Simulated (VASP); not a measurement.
# Al (Fm-3m) in VASP: notebook

Al is run at these levels: revPBE+D4, PBEsol+D4; tasks: single point.

Program: VASP 6.6.1. These are calculated values, not measurements. Logs are shortened: lines on timing, memory, paths and dates and some standing lists are left out, and cuts for length are marked.

### Step 1. The cell of the first run

The structure is cubic, space group Fm-3m (No. 225). The conventional cell has a = 3.995 Å, b = 3.995 Å, c = 3.995 Å, α = 90.00°, β = 90.00°, γ = 90.00°. Al (site symmetry m-3m) has 12 Al at 2.82 Å within 3.7 Å.

### Step 2. Single point, revPBE+D4, collinear spin, zero start (15.94 Å³/atom)

Contents of INCAR:

```
SYSTEM = Al
ALGO     = Normal         ! electronic algorithm
EDIFF    = 1E-7           ! SCF threshold, eV
ENCUT    = 520            ! plane-wave cutoff, eV
GGA      = RE             ! functional
ISIF     = 2              ! what is computed and relaxed
ISMEAR   = -1             ! smearing method
ISPIN    = 2              ! spin polarisation
IVDW     = 13             ! dispersion correction
LASPH    = .TRUE.         ! aspherical terms in the spheres
LCHARG   = .TRUE.         ! write CHGCAR
LELF     = .TRUE.         ! ELF
LORBIT   = 11             ! projections on sites
LREAL    = .FALSE.        ! projectors in reciprocal space
LVHAR    = .TRUE.       
LWAVE    = .FALSE.        ! write WAVECAR
MAGMOM   = 0              ! initial moments
NBANDS   = 12             ! bands
NELM     = 150            ! most SCF steps
NUPDOWN  = 0.0            ! fixed moment
PREC     = Accurate       ! precision mode
SIGMA    = 0.1            ! smearing width, eV
```

Contents of KPOINTS:

```
k-points
0
G
  11 11 11
  0 0 0
```

Contents of POSCAR:

```
Al
1.0
    0.0000000000      1.9974394157      1.9974394157
    1.9974394157      0.0000000000      1.9974394157
    1.9974394157      1.9974394157      0.0000000000
Al
1
Direct
    0.0000000000      0.0000000000      0.0000000000
```

Potentials or basis: VASP PAW PBE potentials, release 64 (Al).

Run with:

```console
> cat potpaw_PBE.64/Al/POTCAR > POTCAR
> mpirun -np 1 vasp_std > vasp.out
```

OUTCAR:

```text
SYSTEM = Al
   EDIFF = 1E-7
   ENCUT = 520
   GGA = RE
   ISIF = 2
   ISMEAR = -1
   ISPIN = 2
   IVDW = 13
   LASPH = .TRUE.
   LORBIT = 11
   LREAL = .FALSE.
   NELM = 150
   NUPDOWN = 0.0
   PREC = Accurate

 ion  position               nearest neighbor table
   1  0.000  0.000  0.000-

  LATTYP: Found a face centered cubic cell.
 ALAT       =     3.9948788314

  Lattice vectors:

 A1 = (   0.0000000000,   1.9974394157,   1.9974394157)
 A2 = (   1.9974394157,   0.0000000000,   1.9974394157)
 A3 = (   1.9974394157,   1.9974394157,   0.0000000000)

Analysis of symmetry for initial positions (statically):
=====================================================================
 Subroutine PRICEL returns:
 Original cell was already a primitive cell.

 Routine SETGRP: Setting up the symmetry group for a
 face centered cubic supercell.

 Subroutine GETGRP returns: Found 48 space group operations
 (whereof 48 operations were pure point group operations)
 out of a pool of 48 trial point group operations.

The static configuration has the point symmetry O_h .

Analysis of symmetry for dynamics (positions and initial velocities):
=====================================================================
 Subroutine PRICEL returns:
 Original cell was already a primitive cell.

 Routine SETGRP: Setting up the symmetry group for a
 face centered cubic supercell.

 Subroutine GETGRP returns: Found 48 space group operations
 (whereof 48 operations were pure point group operations)
 out of a pool of 48 trial point group operations.

The dynamic configuration has the point symmetry O_h .

Analysis of structural, dynamic, and magnetic symmetry:
=====================================================================
 Subroutine PRICEL returns:
 Original cell was already a primitive cell.

 Routine SETGRP: Setting up the symmetry group for a
 face centered cubic supercell.

 Subroutine GETGRP returns: Found 48 space group operations
 (whereof 48 operations were pure point group operations)
 out of a pool of 48 trial point group operations.

The overall configuration has the point symmetry O_h .

 Subroutine INISYM returns: Found 48 space group operations
 (whereof 48 operations are pure point group operations),
 and found     1 'primitive' translations

----------------------------------------------------------------------------------------

                                     Primitive cell

  volume of cell :      15.9386

  direct lattice vectors                    reciprocal lattice vectors
     0.000000000  1.997439416  1.997439416    -0.250320483  0.250320483  0.250320483
     1.997439416  0.000000000  1.997439416     0.250320483 -0.250320483  0.250320483
     1.997439416  1.997439416  0.000000000     0.250320483  0.250320483 -0.250320483

  length of vectors
     2.824805912  2.824805912  2.824805912     0.433567795  0.433567795  0.433567795

  position of ions in fractional coordinates (direct lattice)
     0.000000000  0.000000000  0.000000000

  ion indices of the primitive-cell ions
   primitive index   ion index
                 1           1

----------------------------------------------------------------------------------------

 KPOINTS: k-points

Automatic generation of k-mesh.
 Grid dimensions read from file:
 generate k-points for:   11   11   11

 Generating k-lattice:

  Cartesian coordinates                     Fractional coordinates (reciprocal lattice)
    -0.022756408  0.022756408  0.022756408     0.090909091  0.000000000  0.000000000
     0.022756408 -0.022756408  0.022756408     0.000000000  0.090909091  0.000000000
     0.022756408  0.022756408 -0.022756408     0.000000000  0.000000000  0.090909091

  Length of vectors
     0.039415254  0.039415254  0.039415254

  Shift w.r.t. Gamma in fractional coordinates (k-lattice)
     0.000000000  0.000000000  0.000000000

 Subroutine IBZKPT returns following result:
 ===========================================

 Found     56 irreducible k-points:

 Following reciprocal coordinates:
            Coordinates               Weight
  0.000000  0.000000  0.000000      1.000000
  0.090909  0.000000  0.000000      8.000000
  0.181818  0.000000  0.000000      8.000000
  0.272727  0.000000  0.000000      8.000000
  0.363636  0.000000  0.000000      8.000000
  0.454545  0.000000  0.000000      8.000000
[... 16 lines left out ...]
 -0.272727  0.181818  0.000000     24.000000
 -0.181818  0.181818  0.000000     12.000000
 [... further k-points ...]
   k-points           NKPTS =     56   k-points in BZ     NKDIM =     56   number of bands    NBANDS=     12
   number of dos      NEDOS =    301   number of ions     NIONS =      1
   total plane-waves  NPLWV =  13824
   dimension x,y,z NGX =    24 NGY =   24 NGZ =   24
   dimension x,y,z NGXF=    48 NGYF=   48 NGZF=   48
   ions per type =               1
   NGX,Y,Z   is equivalent  to a cutoff of  14.12, 14.12, 14.12 a.u.
   NGXF,Y,Z  is equivalent  to a cutoff of  28.25, 28.25, 28.25 a.u.
 SYSTEM =  Al
   PREC   = accura    normal or accurate (medium, high low for compatibility)
   ISTART =      0    job   : 0-new  1-cont  2-samecut
   ICHARG =      2    charge: 1-file 2-atom 10-const
   ISPIN  =      2    spin polarized calculation?
   LNONCOLLINEAR =      F non collinear calculations
   LSORBIT =      F    spin-orbit coupling
   LASPH  =      T    aspherical Exc in radial PAW
   ENCUT  =  520.0 eV  38.22 Ry    6.18 a.u.   5.25  5.25  5.25*2*pi/ulx,y,z
   NELM   =    150;   NELMIN=  2; NELMDL= -5     # of ELM steps
   EDIFF  = 0.1E-06   stopping-criterion for ELM
   LREAL  =      F    real-space projection
   EDIFFG = 0.1E-05   stopping-criterion for IOM
   NSW    =      0    number of steps for IOM
   IBRION =     -1    ionic relax: 0-MD 1-quasi-New 2-CG
   NFREE  =      0    steps in history (QN), initial steepest desc. (CG)
   ISIF   =      2    stress and relaxation
   ISYM   =      2    0-nonsym 1-usesym 2-fastsym
   POTIM  = 0.5000    time-step for ionic-motion
   TEBEG  =    0.0;   TEEND  =   0.0 temperature during run
   PSTRESS=    0.0 pullay stress
   NELECT =       3.0000    total number of electrons
   NUPDOWN=       0.0000    fix difference up-down
   EMIN   =  10.00;   EMAX   =-10.00  energy-range for DOS
   EFERMI =   0.00;   METHOD = LEGACY
   ISMEAR =    -1;   SIGMA  =   0.10  broadening in eV -4-tet -1-fermi 0-gaus
   EFERMI_NEDOS =   21; number of points for ismear=-14 and -15
   IALGO  =     38    algorithm
   IMIX   =      4    mixing-type and parameters
     AMIX     =   0.40;   BMIX     =  1.00
     AMIX_MAG =   1.60;   BMIX_MAG =  1.00
  volume/ion in A,a.u.               =      15.94       107.56
  Fermi-wavevector in a.u.,A,eV,Ry     =   0.938206  1.772953 11.976268  0.880231
  Thomas-Fermi vector in A             =   2.065395
   LORBIT       =     11    0 simple, 1 ext, 2 COOP (PROOUT), +10 PAW based schemes
   GGA     = RE    functional components
   LHFCALC =     F    Hartree Fock is set to
   AEXX    =    0.0000 exact exchange contribution
   IVDW    =    13    specifies the selected vdW correction
   LEPSILON=     F    determine dielectric tensor
   LRPA    =     F    only Hartree local field effects (RPA)
 spin polarized calculation
  energy-cutoff  :      520.00
  volume of cell :       15.94
 maximum number of plane-waves:       444
 NGX is ok and might be reduce to    24
   NGX = 11   NGY = 11   NGZ = 11

 number of electron       3.0000000 magnetization      -0.0000000

 number of electron       3.0000000 magnetization       0.0000000

 Free energy of the ion-electron system (eV)
  ---------------------------------------------------
  ext. energy  EPLUGINS =         0.00000000
  ---------------------------------------------------
  free energy    TOTEN  =        -3.55937202 eV

  energy without entropy =       -3.54707181  energy(sigma->0) =       -3.55322192

 E-fermi :   8.4575     XC(G=0): -10.2805

 val. band max:        8.4081713016   @ k =  -0.4545   0.3636   0.0000
 cond. band min:       8.4738123488   @ k =   0.4545   0.1818   0.0909
 fundamental gap:      0.0656410472
 Fermi energy:         8.4574842324

 spin component 1

 k-point     1 :       0.0000    0.0000    0.0000
  band No.  band energies     occupation
      1      -2.9370      1.00000
      2      21.2337      0.00000
      3      21.2337      0.00000
      4      21.2337      0.00000
      5      23.0979      0.00000
      6      23.0979      0.00000
      7      23.0979      0.00000
      8      25.0998      0.00000
      9      28.2351      0.00000
     10      28.2351      0.00000
     11      31.2357      0.00000
     12      33.6005      0.00000
[... 331 lines left out ...]
 k-point    24 :      -0.1818    0.1818    0.0000
  band No.  band energies     occupation
      1      -0.5053      1.00000
      2      12.3071      0.00000
      3      13.9033      0.00000
      4      20.6279      0.00000
      5      22.6677      0.00000
      6      23.6111      0.00000
      7      24.9924      0.00000
      8      25.9020      0.00000
      9      28.1743      0.00000
     10      33.3394      0.00000
     11      34.6691      0.00000
     12      38.9798      0.00000

 [... further k-points ...]

 spin component 2

 k-point     1 :       0.0000    0.0000    0.0000
  band No.  band energies     occupation
      1      -2.9370      1.00000
      2      21.2337      0.00000
      3      21.2337      0.00000
      4      21.2337      0.00000
      5      23.0979      0.00000
      6      23.0979      0.00000
      7      23.0979      0.00000
      8      25.0998      0.00000
      9      28.2351      0.00000
     10      28.2351      0.00000
     11      31.2357      0.00000
     12      33.6005      0.00000
[... 331 lines left out ...]
 k-point    24 :      -0.1818    0.1818    0.0000
  band No.  band energies     occupation
      1      -0.5053      1.00000
      2      12.3071      0.00000
      3      13.9033      0.00000
      4      20.6279      0.00000
      5      22.6677      0.00000
      6      23.6111      0.00000
      7      24.9924      0.00000
      8      25.9020      0.00000
      9      28.1743      0.00000
     10      33.3394      0.00000
     11      34.6691      0.00000
     12      38.9798      0.00000

 [... further k-points ...]

------------------------ aborting loop because EDIFF is reached ----------------------------------------

  DFT-D4 for vdW energy calculation

  Edisp (eV):   -0.58424

  FORCE on cell =-STRESS in cart. coord.  units (eV):
  Direction    XX          YY          ZZ          XY          YZ          ZX
  --------------------------------------------------------------------------------------
  -------------------------------------------------------------------------------------
  Total      -0.16712    -0.16712    -0.16712     0.00000     0.00000    -0.00000
  in kB     -16.79902   -16.79902   -16.79902     0.00000     0.00000    -0.00000
  external pressure =      -16.80 kB  Pullay stress =        0.00 kB

 VOLUME and BASIS-vectors are now :
 -----------------------------------------------------------------------------
  energy-cutoff  :      520.00
  volume of cell :       15.94
      direct lattice vectors                 reciprocal lattice vectors
     0.000000000  1.997439416  1.997439416    -0.250320483  0.250320483  0.250320483
     1.997439416  0.000000000  1.997439416     0.250320483 -0.250320483  0.250320483
     1.997439416  1.997439416  0.000000000     0.250320483  0.250320483 -0.250320483

 POSITION                                       TOTAL-FORCE (eV/Angst)
 -----------------------------------------------------------------------------------
      0.00000      0.00000      0.00000         0.000000      0.000000      0.000000
 -----------------------------------------------------------------------------------
    total drift:                                0.000000     -0.000000     -0.000000

  FREE ENERGIE OF THE ION-ELECTRON SYSTEM (eV)
  ---------------------------------------------------
  free  energy   TOTEN  =        -4.1436098318 eV

  energy  without entropy=       -4.1313096253  energy(sigma->0) =       -4.13745973

 total charge

# of ion       s       p       d       tot
------------------------------------------
    1        0.429   0.351   0.000   0.780

 magnetization (x)

# of ion       s       p       d       tot
------------------------------------------
    1        0.000   0.000   0.000   0.000
```

Wall time 24 s (1 thread of Intel Xeon 8259CL, shared host); peak memory 0.15 GiB.

What came out:

```yaml
Free_energy: -4.1436 eV
Pressure: -1.7 GPa
Net_moment: 0.00 μB per cell
Valence_electrons_inside_the_program's_atomic_spheres: Al 0.78
Dispersion_energy_per_atom: -0.584 eV
```

Caveat: the PAW data sets were made with another functional, which shifts forces and pressure a little; the total moment is fixed, so each spin has its own Fermi level.

### Step 3. Single point, PBEsol+D4, non-collinear spin, typed start, spin-orbit coupling (15.61 Å³/atom)

This run uses another cell than the first one, of 15.61 Å³/atom.

Contents of INCAR:

```
PREC = Accurate ; ENCUT = 520
EDIFF = 1E-6 ; ISMEAR = -1
SIGMA = 0.1 ; LREAL = F
LASPH = T ; NELM = 150
ALGO = Normal ; ISIF = 2
LWAVE = F ; LCHARG = F
LNONCOLLINEAR = T ; MAGMOM = -0.255 -0.135 0.456
LORBIT = 11 ; LSORBIT = T
GGA_COMPAT = F ; LORBMOM = T
GGA = PS ; IVDW = 13
NBANDS = 14
```

Contents of KPOINTS:

```
Automatic mesh
0
Gamma
  8 8 8
```

Contents of POSCAR:

```
Al
1.0
    0.0000000000      1.9834708509      1.9834708509
    1.9834708509      0.0000000000      1.9834708509
    1.9834708509      1.9834708509      0.0000000000
Al
1
Direct
    0.0000000000      0.0000000000      0.0000000000
```

Potentials or basis: VASP PAW PBE potentials, release 64 (Al).

Run with:

```console
> cat potpaw_PBE.64/Al/POTCAR > POTCAR
> mpirun -np 1 vasp_ncl > vasp.out
```

Run time: 2.9 min. Hardware: 1 thread of Intel Xeon 8259CL, shared host; peak memory 0.24 GiB.

It converged, with:

```yaml
Free_energy: -4.2973 eV
Pressure: 1.5 GPa
Net_moment: 0.00 μB per cell
Valence_electrons_inside_the_program's_atomic_spheres: Al 0.79
Dispersion_energy_per_atom: -0.211 eV
```

Moments on the atoms (μB; x, y, z):
```
Al  0.00 0.00 0.00
```

Caveat: the PAW data sets were made with another functional, which shifts forces and pressure a little.
